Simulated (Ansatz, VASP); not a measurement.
## One calculation of SnSe, two programs

File INCAR:

```
SYSTEM = SnSe
PREC     = Accurate       ! precision mode
ENCUT    = 520            ! plane-wave cutoff, eV
EDIFF    = 1E-6           ! SCF threshold, eV
ISMEAR   = 0              ! smearing method
SIGMA    = 0.03           ! smearing width, eV
LREAL    = .False.        ! projectors in reciprocal space
LASPH    = .True.         ! aspherical terms in the spheres
NELM     = 60             ! most SCF steps
ALGO     = Normal         ! electronic algorithm
ISIF     = 2              ! what is computed and relaxed
LWAVE    = .False.        ! write WAVECAR
LCHARG   = .False.        ! write CHGCAR
GGA      = PE             ! functional
IVDW     = 12             ! dispersion correction
NBANDS   = 28             ! bands
```

File KPOINTS:

```
regular mesh
0
Gamma
  8 8 6
  0 0 0
```

Contents of POSCAR:

```
SnSe
1.0
    4.1516000000      0.0000000000      0.0000000000
    0.0000000000      4.1516000000      0.0000000000
    0.0000000000      0.0000000000      5.1113000000
Sn Se
2 2
Direct
    0.5000000000      0.0000000000      0.2500887432
    0.0000000000      0.5000000000      0.7499112568
    0.5000000000      0.0000000000      0.7499352227
    0.0000000000      0.5000000000      0.2500647773
```

Input for Ansatz:

```yaml
crystal:
  lattice:
    - [4.1516, 0.0, 0.0]
    - [0.0, 4.1516, 0.0]
    - [0.0, 0.0, 5.1113]
  atoms:
    - { symbol: Sn, position: [0.5, 0.0, 0.2500887432] }
    - { symbol: Sn, position: [0.0, 0.5, 0.7499112568] }
    - { symbol: Se, position: [0.5, 0.0, 0.7499352227] }
    - { symbol: Se, position: [0.0, 0.5, 0.2500647773] }
basis:
  ecutwfc: 420
kpoints:
  mp_grid: { grid: [8, 8, 6] }
hamiltonian:
  xc: pbe
  dispersion: d3bj
scf:
  occupations: { method: gaussian, width: 0.03 }
output:
  forces: true
  stress: true
  eigenvalues: true
```

Alike in both runs: task single point; functional PBE; dispersion D3(BJ); k mesh 8 × 8 × 6; occupations gaussian, width 0.03 eV; no spin polarisation.

|  | VASP | Ansatz |
| --- | --- | --- |
| version | VASP 6.6.1 | Ansatz 0.2.0 |
| potentials or method | VASP PAW PBE potentials, release 64 (Sn_d, Se), cutoff 520 eV | scalar-relativistic, plane waves, PAW |
| valence electrons in the cell | 40 | 60 |

```csv
,VASP,Ansatz,Ansatz less VASP
gap on the k mesh at the Fermi level (eV),none,none,-
pressure (GPa),19.1,19.0,-0.03
"traceless stress, the component that is largest in VASP (GPa)",25.41,25.43,+0.012
rms of the force components (eV/Å),0.007,0.007,-0.0001
```

Atom by atom the forces differ by 0.000 eV/Å (rms over components). A gap of «none» marks a metal or a gap that the smearing closes. VASP's potentials hold 40 valence electrons a cell and Ansatz's 60, so a difference there can come from the potentials and not from the codes.
